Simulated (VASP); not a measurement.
# TmHOs (P4/nmm) in VASP: notebook

The runs below take TmHOs through single point, with PBE.

Program: VASP 6.6.1. These are calculated values, not measurements. Logs are shortened: lines on timing, memory, paths and dates and some standing lists are left out, and cuts for length are marked.

## Step 1: The cell of the first run

Symmetry: P4/nmm, No. 129, tetragonal system. The conventional cell has a = 3.613 Å, b = 3.613 Å, c = 7.366 Å, α = 90.00°, β = 90.00°, γ = 90.00°. Tm (site symmetry 4mm) has 4 H at 2.24 Å and 4 Os at 2.97 Å within 3.0 Å. H (site symmetry -4m2) has 4 Tm at 2.24 Å and 4 H at 2.56 Å within 3.0 Å. Within 3.4 Å of Os (site symmetry -4m2) lie 4 Os at 2.56 Å and 4 Tm at 2.97 Å.

The cell was generated, and may not be a known phase.

## Step 2: Single point, PBE

File INCAR:

```
PREC     = Accurate       # precision mode
ENCUT    = 600            # plane-wave cutoff, eV
EDIFF    = 1E-6           # SCF threshold, eV
ISMEAR   = 0              # smearing method
SIGMA    = 0.1            # smearing width, eV
LREAL    = F              # projectors in reciprocal space
LASPH    = T              # aspherical terms in the spheres
NELM     = 200            # most SCF steps
ALGO     = Normal         # electronic algorithm
ISIF     = 2              # what is computed and relaxed
LWAVE    = F              # write WAVECAR
LCHARG   = F              # write CHGCAR
GGA      = PE             # functional
NBANDS   = 27             # bands
GGA_COMPAT= F            
LMAXMIX  = 6              # l up to which the mixer works
```

File KPOINTS:

```
Automatic mesh
0
Gamma
  8 8 4
```

File POSCAR:

```
TmHOs
1.0
    3.6133888323      0.0000000000      0.0000000000
    0.0000000000      3.6133888323      0.0000000000
    0.0000000000      0.0000000000      7.3655943858
Tm H Os
2 2 2
Direct
    0.0000000000      0.5000000000      0.8204136391
    0.5000000000      0.0000000000      0.1795863609
    0.0000000000      0.0000000000      0.0000000000
    0.5000000000      0.5000000000      0.0000000000
    0.0000000000      0.0000000000      0.5000000000
    0.5000000000      0.5000000000      0.5000000000
```

Potentials or basis: VASP PAW PBE potentials, release 64 (Tm_3, H, Os), 4f in core.

Command:

```sh
$ cat potpaw_PBE.64/Tm_3/POTCAR potpaw_PBE.64/H/POTCAR potpaw_PBE.64/Os/POTCAR > POTCAR
$ mpirun -np 1 vasp_std > vasp.out
```

OUTCAR:

```text
PREC = Accurate
   ENCUT = 600
   EDIFF = 1E-6
   ISMEAR = 0
   LREAL = F
   LASPH = T
   NELM = 200
   ISIF = 2
   GGA = PE

 ion  position               nearest neighbor table
   1  0.000  0.500  0.820-   3 2.24   4 2.24   3 2.24   4 2.24   5 2.97   5 2.97   6 2.97   6 2.97
                             2 3.68   2 3.68   2 3.68   2 3.68
   2  0.500  0.000  0.180-   3 2.24   4 2.24   4 2.24   3 2.24   5 2.97   6 2.97   6 2.97   5 2.97
                             1 3.68   1 3.68   1 3.68   1 3.68
   3  0.000  0.000  0.000-   1 2.24   2 2.24   1 2.24   2 2.24
   4  0.500  0.500  0.000-   1 2.24   2 2.24   2 2.24   1 2.24
   5  0.000  0.000  0.500-   6 2.56   6 2.56   6 2.56   6 2.56   2 2.97   2 2.97   1 2.97   1 2.97

   6  0.500  0.500  0.500-   5 2.56   5 2.56   5 2.56   5 2.56   2 2.97   1 2.97   1 2.97   2 2.97

  LATTYP: Found a simple tetragonal cell.
 ALAT       =     3.6133888323
 C/A-ratio  =     2.0384173217

  Lattice vectors:

 A1 = (   3.6133888323,   0.0000000000,   0.0000000000)
 A2 = (   0.0000000000,   3.6133888323,   0.0000000000)
 A3 = (   0.0000000000,   0.0000000000,   7.3655943858)

Analysis of symmetry for initial positions (statically):
=====================================================================
 Subroutine PRICEL returns:
 Original cell was already a primitive cell.

 Routine SETGRP: Setting up the symmetry group for a
 simple tetragonal supercell.

 Subroutine GETGRP returns: Found 16 space group operations
 (whereof  8 operations were pure point group operations)
 out of a pool of 16 trial point group operations.

The static configuration has the point symmetry D_2d.
 The point group associated with its full space group is D_4h.

Analysis of symmetry for dynamics (positions and initial velocities):
=====================================================================
 Subroutine PRICEL returns:
 Original cell was already a primitive cell.

 Routine SETGRP: Setting up the symmetry group for a
 simple tetragonal supercell.

 Subroutine GETGRP returns: Found 16 space group operations
 (whereof  8 operations were pure point group operations)
 out of a pool of 16 trial point group operations.

The dynamic configuration has the point symmetry D_2d.
 The point group associated with its full space group is D_4h.

 Subroutine INISYM returns: Found 16 space group operations
 (whereof  8 operations are pure point group operations),
 and found     1 'primitive' translations

----------------------------------------------------------------------------------------

                                     Primitive cell

  volume of cell :      96.1695

  direct lattice vectors                    reciprocal lattice vectors
     3.613388832  0.000000000  0.000000000     0.276748517  0.000000000  0.000000000
     0.000000000  3.613388832  0.000000000     0.000000000  0.276748517  0.000000000
     0.000000000  0.000000000  7.365594386     0.000000000  0.000000000  0.135766368

  length of vectors
     3.613388832  3.613388832  7.365594386     0.276748517  0.276748517  0.135766368

  position of ions in fractional coordinates (direct lattice)
     0.000000000  0.500000000  0.820413639
     0.500000000  0.000000000  0.179586361
     0.000000000  0.000000000  0.000000000
     0.500000000  0.500000000  0.000000000
     0.000000000  0.000000000  0.500000000
     0.500000000  0.500000000  0.500000000

  ion indices of the primitive-cell ions
   primitive index   ion index
                 1           1
                 2           2
                 3           3
                 4           4
                 5           5
                 6           6

----------------------------------------------------------------------------------------

 KPOINTS: Automatic mesh

Automatic generation of k-mesh.
 Grid dimensions read from file:
 generate k-points for:    8    8    4

 Generating k-lattice:

  Cartesian coordinates                     Fractional coordinates (reciprocal lattice)
     0.034593565  0.000000000  0.000000000     0.125000000  0.000000000  0.000000000
     0.000000000  0.034593565  0.000000000     0.000000000  0.125000000  0.000000000
     0.000000000  0.000000000  0.033941592     0.000000000  0.000000000  0.250000000

  Length of vectors
     0.034593565  0.034593565  0.033941592

  Shift w.r.t. Gamma in fractional coordinates (k-lattice)
     0.000000000  0.000000000  0.000000000

 Subroutine IBZKPT returns following result:
 ===========================================

 Found     45 irreducible k-points:

 Following reciprocal coordinates:
            Coordinates               Weight
  0.000000  0.000000  0.000000      1.000000
  0.125000  0.000000  0.000000      4.000000
  0.250000  0.000000  0.000000      4.000000
  0.375000  0.000000  0.000000      4.000000
  0.500000  0.000000  0.000000      2.000000
  0.125000  0.125000  0.000000      4.000000
[... 16 lines left out ...]
  0.375000  0.125000  0.250000     16.000000
  0.500000  0.125000  0.250000      8.000000
 [... further k-points ...]
   k-points           NKPTS =     45   k-points in BZ     NKDIM =     45   number of bands    NBANDS=     27
   number of dos      NEDOS =    301   number of ions     NIONS =      6
   total plane-waves  NPLWV =  54000
   dimension x,y,z NGX =    30 NGY =   30 NGZ =   60
   dimension x,y,z NGXF=    60 NGYF=   60 NGZF=  120
   ions per type =               2   2   2
   NGX,Y,Z   is equivalent  to a cutoff of  13.80, 13.80, 13.54 a.u.
   NGXF,Y,Z  is equivalent  to a cutoff of  27.60, 27.60, 27.08 a.u.
 SYSTEM =  unknown system
   PREC   = accura    normal or accurate (medium, high low for compatibility)
   ISTART =      0    job   : 0-new  1-cont  2-samecut
   ICHARG =      2    charge: 1-file 2-atom 10-const
   ISPIN  =      1    spin polarized calculation?
   LNONCOLLINEAR =      F non collinear calculations
   LSORBIT =      F    spin-orbit coupling
   LASPH  =      T    aspherical Exc in radial PAW
   ENCUT  =  600.0 eV  44.10 Ry    6.64 a.u.   7.22  7.22 14.71*2*pi/ulx,y,z
   NELM   =    200;   NELMIN=  2; NELMDL= -5     # of ELM steps
   EDIFF  = 0.1E-05   stopping-criterion for ELM
   LREAL  =      F    real-space projection
   EDIFFG = 0.1E-04   stopping-criterion for IOM
   NSW    =      0    number of steps for IOM
   IBRION =     -1    ionic relax: 0-MD 1-quasi-New 2-CG
   NFREE  =      0    steps in history (QN), initial steepest desc. (CG)
   ISIF   =      2    stress and relaxation
   ISYM   =      2    0-nonsym 1-usesym 2-fastsym
   POTIM  = 0.5000    time-step for ionic-motion
   TEBEG  =    0.0;   TEEND  =   0.0 temperature during run
   PSTRESS=    0.0 pullay stress
   NELECT =      36.0000    total number of electrons
   NUPDOWN=      -1.0000    fix difference up-down
   EMIN   =  10.00;   EMAX   =-10.00  energy-range for DOS
   EFERMI =   0.00;   METHOD = LEGACY
   ISMEAR =     0;   SIGMA  =   0.10  broadening in eV -4-tet -1-fermi 0-gaus
   EFERMI_NEDOS =   21; number of points for ismear=-14 and -15
   IALGO  =     38    algorithm
   IMIX   =      4    mixing-type and parameters
     AMIX     =   0.40;   BMIX     =  1.00
     AMIX_MAG =   1.60;   BMIX_MAG =  1.00
  volume/ion in A,a.u.               =      16.03       108.16
  Fermi-wavevector in a.u.,A,eV,Ry     =   1.179859  2.229609 18.940209  1.392066
  Thomas-Fermi vector in A             =   2.316162
   LORBIT       =      0    0 simple, 1 ext, 2 COOP (PROOUT), +10 PAW based schemes
   GGA     = PE    functional components
   LHFCALC =     F    Hartree Fock is set to
   AEXX    =    0.0000 exact exchange contribution
   IVDW    =     0    specifies the selected vdW correction
   LEPSILON=     F    determine dielectric tensor
   LRPA    =     F    only Hartree local field effects (RPA)
 non-spin polarized calculation
 Gauss-broadening in eV      SIGMA  =   0.10
  energy-cutoff  :      600.00
  volume of cell :       96.17
 maximum number of plane-waves:      3240
 NGX is ok and might be reduce to    30
   NGX = 15   NGY = 15   NGZ = 29

 number of electron      35.9999994 magnetization

 Free energy of the ion-electron system (eV)
  ---------------------------------------------------
  ext. energy  EPLUGINS =         0.00000000
  ---------------------------------------------------
  free energy    TOTEN  =       -39.00947197 eV

  energy without entropy =      -38.98193629  energy(sigma->0) =      -38.99570413

 E-fermi :   4.4657     XC(G=0): -11.0079

 val. band max:        4.4611901592   @ k =   0.3750   0.3750   0.5000
 cond. band min:       4.4662229566   @ k =   0.3750   0.2500   0.5000
 fundamental gap:      0.0050327974
 Fermi energy:         4.4656798644

 k-point     1 :       0.0000    0.0000    0.0000
  band No.  band energies     occupation
      1     -20.9955      2.00000
      2     -20.8486      2.00000
      3     -20.8486      2.00000
      4     -20.7863      2.00000
      5     -20.7863      2.00000
      6     -20.7631      2.00000
[... 19 lines left out ...]
     26       9.4479      0.00000
     27       9.6177      0.00000

 k-point     2 :       0.1250    0.0000    0.0000
  band No.  band energies     occupation
      1     -20.9900      2.00000
      2     -20.8878      2.00000
      3     -20.8436      2.00000
      4     -20.8166      2.00000
      5     -20.7859      2.00000
      6     -20.7610      2.00000
[... 19 lines left out ...]
     26       8.6705      0.00000
     27       9.2871      0.00000

 k-point     3 :       0.2500    0.0000    0.0000
  band No.  band energies     occupation
      1     -20.9975      2.00000
      2     -20.9733      2.00000
      3     -20.8645      2.00000
      4     -20.8303      2.00000
      5     -20.7861      2.00000
      6     -20.7668      2.00000
[... 19 lines left out ...]
     26       8.0311      0.00000
     27       8.8178      0.00000

 k-point     4 :       0.3750    0.0000    0.0000
  band No.  band energies     occupation
      1     -21.0530      2.00000
      2     -21.0515      2.00000
      3     -20.8545      2.00000
      4     -20.8135      2.00000
      5     -20.7896      2.00000
      6     -20.7864      2.00000
[... 19 lines left out ...]
     26       8.5135      0.00000
     27       8.6968      0.00000

 k-point     5 :       0.5000    0.0000    0.0000
  band No.  band energies     occupation
      1     -21.0834      2.00000
      2     -21.0834      2.00000
      3     -20.8185      2.00000
      4     -20.8185      2.00000
      5     -20.7988      2.00000
      6     -20.7988      2.00000
[... 19 lines left out ...]
     26       8.6833      0.00000
     27       9.0091      0.00000

 k-point     6 :       0.1250    0.1250    0.0000
  band No.  band energies     occupation
      1     -20.9847      2.00000
      2     -20.8859      2.00000
      3     -20.8787      2.00000
      4     -20.8201      2.00000
      5     -20.8121      2.00000
      6     -20.7591      2.00000
[... 444 lines left out ...]
      1     -20.9789      2.00000
      2     -20.8864      2.00000
      3     -20.8823      2.00000
      4     -20.8166      2.00000
      5     -20.8116      2.00000
      6     -20.7651      2.00000
[... 19 lines left out ...]
     26       8.0171      0.00000
     27       8.7002      0.00000

 k-point    22 :       0.2500    0.1250    0.2500
  band No.  band energies     occupation
      1     -20.9916      2.00000
      2     -20.9702      2.00000
      3     -20.8694      2.00000
      4     -20.8578      2.00000
      5     -20.8149      2.00000
      6     -20.7691      2.00000
[... 19 lines left out ...]
     26       8.1016      0.00000
     27       8.6164      0.00000

 k-point    23 :       0.3750    0.1250    0.2500
  band No.  band energies     occupation
      1     -21.0499      2.00000
      2     -21.0481      2.00000
      3     -20.8508      2.00000
      4     -20.8466      2.00000
      5     -20.8200      2.00000
      6     -20.7862      2.00000
[... 19 lines left out ...]
     26       8.2635      0.00000
     27       9.1797      0.00000

 k-point    24 :       0.5000    0.1250    0.2500
  band No.  band energies     occupation
      1     -21.0802      2.00000
      2     -21.0802      2.00000
      3     -20.8317      2.00000
      4     -20.8317      2.00000
      5     -20.8151      2.00000
      6     -20.8151      2.00000
[... 19 lines left out ...]
     26       8.4540      0.00000
     27       9.5380      0.00000

 [... further k-points ...]

------------------------ aborting loop because EDIFF is reached ----------------------------------------

  FORCE on cell =-STRESS in cart. coord.  units (eV):
  Direction    XX          YY          ZZ          XY          YZ          ZX
  --------------------------------------------------------------------------------------
  -------------------------------------------------------------------------------------
  Total        0.2190014      0.2190014      0.3362587      0.0000000      0.0000000     -0.0000000
  in kB        3.6485498      3.6485498      5.6020491      0.0000000      0.0000000     -0.0000000
  external PRESSURE =       4.2997162 kB  Pullay stress =       0.0000000 kB

 VOLUME and BASIS-vectors are now :
 -----------------------------------------------------------------------------
  energy-cutoff  :      600.00
  volume of cell :       96.17
      direct lattice vectors                 reciprocal lattice vectors
     3.613388832  0.000000000  0.000000000     0.276748517  0.000000000  0.000000000
     0.000000000  3.613388832  0.000000000     0.000000000  0.276748517  0.000000000
     0.000000000  0.000000000  7.365594386     0.000000000  0.000000000  0.135766368

 POSITION                                       TOTAL-FORCE (eV/Angst)
 -----------------------------------------------------------------------------------
      0.00000      1.80669      6.04283         0.000000      0.000000     -0.008231
      1.80669      0.00000      1.32276        -0.000000      0.000000      0.008231
      0.00000      0.00000      0.00000        -0.000000      0.000000      0.000000
      1.80669      1.80669      0.00000        -0.000000     -0.000000      0.000000
      0.00000      0.00000      3.68280        -0.000000      0.000000      0.000000
      1.80669      1.80669      3.68280         0.000000     -0.000000      0.000000
 -----------------------------------------------------------------------------------
    total drift:                                0.000000     -0.000000      0.000000

  FREE ENERGIE OF THE ION-ELECTRON SYSTEM (eV)
  ---------------------------------------------------
  free  energy   TOTEN  =       -39.0094719732 eV

  energy  without entropy=      -38.9819362859  energy(sigma->0) =      -38.99570413
```

Wall time 90 s (1 thread of Intel Xeon 6975P-C (Granite Rapids), shared host); peak memory 0.31 GiB.

Results:

| Quantity | Value |
| --- | --- |
| Free energy | -39.0095 eV |
| Pressure | 0.4 GPa |
| Largest force | 0.008 eV/Å |
| Band gap on the k mesh | zero (bands 18 and 19 overlap by 1.27 eV) |

Forces on the atoms (eV/Å):
```
Tm   0.000  0.000 -0.008
Tm   0.000  0.000  0.008
H    0.000  0.000  0.000
H    0.000  0.000  0.000
Os   0.000  0.000  0.000
Os   0.000  0.000  0.000
```

Caveat: spin-orbit coupling is left out, which moves the levels of the heavy elements; the 4f electrons are frozen in the core, so they carry no moment and show no levels. Spin polarisation is off, so any magnetic state and its effect on volume and gap are missing.

## Step 3: Single point, PBE

File INCAR:

```
  ALGO = Normal
  EDIFF = 1E-6
  ENCUT = 600
  GGA = PE
  GGA_COMPAT = False
  ISIF = 2
  ISMEAR = 0
  LASPH = True
  LCHARG = True
  LELF = True
  LMAXMIX = 6
  LREAL = False
  LVHAR = True
  LWAVE = False
  NBANDS = 27
  NELM = 200
  PREC = Accurate
  SIGMA = 0.1
```

File KPOINTS:

```
k-points
0
Gamma
  8 8 4
```

File POSCAR:

```
TmHOs
1.0
    3.6133434876      0.0000000000      0.0000000000
    0.0000000000      3.6133434876      0.0000000000
    0.0000000000      0.0000000000      7.3662388202
Tm H Os
2 2 2
Direct
    0.5000000000      0.0000000000      0.6795796364
    0.0000000000      0.5000000000      0.3204203636
    0.0000000000      0.0000000000      0.5000000000
    0.5000000000      0.5000000000      0.5000000000
    0.0000000000      0.0000000000      0.0000000000
    0.5000000000      0.5000000000      0.0000000000
```

Potentials or basis: VASP PAW PBE potentials, release 64 (Tm_3, H, Os), 4f in core.

Command:

```sh
$ cat potpaw_PBE.64/Tm_3/POTCAR potpaw_PBE.64/H/POTCAR potpaw_PBE.64/Os/POTCAR > POTCAR
$ mpirun -np 1 vasp_std > vasp.out
```

It took 92 s on 1 thread of Intel Xeon 6975P-C (Granite Rapids), shared host; peak memory 0.3 GiB.

Results (log left out):

```yaml
Free_energy: -39.0095 eV
Pressure: 0.4 GPa
Largest_force: 0.009 eV/Å
Band_gap_on_the_k_mesh: zero (bands 18 and 19 overlap by 1.27 eV)
```

Forces on the atoms (eV/Å):
```
Tm   0.000  0.000  0.009
Tm   0.000  0.000 -0.009
H    0.000  0.000  0.000
H    0.000  0.000  0.000
Os   0.000  0.000  0.000
Os   0.000  0.000  0.000
```

Stress tensor (GPa, compression positive):
```
0.35 0.00 0.00
0.00 0.35 0.00
0.00 0.00 0.55
```

Levels at points of the mesh, in eV from the Fermi level:
```tsv
k point	band 16	band 17	band 18	band 19	band 20	band 21
(0.00, 0.00, 0.00)	-0.50	0.43	0.43	0.60	1.30	2.20
(0.50, 0.00, 0.00)	-2.25	-1.72	-1.72	-0.60	-0.60	0.67
(0.50, 0.50, 0.00)	-1.79	-0.66	-0.66	1.28	1.28	1.68
(0.00, 0.00, 0.50)	-0.39	-0.17	0.61	0.61	2.55	2.71
(0.50, 0.00, 0.50)	-2.12	-1.67	-1.67	-0.59	-0.59	0.89
(0.50, 0.50, 0.50)	-0.74	-0.63	-0.63	0.24	0.24	1.27
```

Caveat: spin-orbit coupling is left out, which moves the levels of the heavy elements; the 4f electrons are frozen in the core, so they carry no moment and show no levels. Spin polarisation is off, so any magnetic state and its effect on volume and gap are missing.
